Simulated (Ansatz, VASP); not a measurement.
**Two plane-wave programs on C**

```xyz
8
Lattice="2.5180 0.0000 0.0000 -1.2590 2.1807 0.0000 0.0000 0.0000 8.3046" Properties=species:S:1:pos:R:3 pbc="T T T"
C     0.0000    0.0000    0.7721
C     0.0000    0.0000    4.9244
C     0.0000    0.0000    3.3802
C     0.0000    0.0000    7.5325
C     0.0000    1.4538    1.2916
C     1.2590    0.7269    5.4439
C     0.0000    1.4538    2.8607
C     1.2590    0.7269    7.0130
```

Alike in both runs: task single point; functional PBE; k mesh 12 × 12 × 4; occupations gaussian, width 0.02 eV; no spin polarisation.

|  | VASP | Ansatz |
| --- | --- | --- |
| version | VASP 6.6.1 | Ansatz 0.2.0 |
| potentials or method | VASP PAW PBE potentials, release 64 (C), cutoff 520 eV | scalar-relativistic, plane waves, PAW |
| valence electrons in the cell | 32 | 32 |

|  | VASP | Ansatz | Ansatz less VASP |
| --- | --- | --- | --- |
| gap on the k mesh at the Fermi level (eV) | 4.53 | 4.54 | +0.009 |
| least direct gap on the mesh (eV) | 5.29 | 5.30 | +0.007 |

With one functional, cell and mesh, what is left measures potentials, basis and numerics.
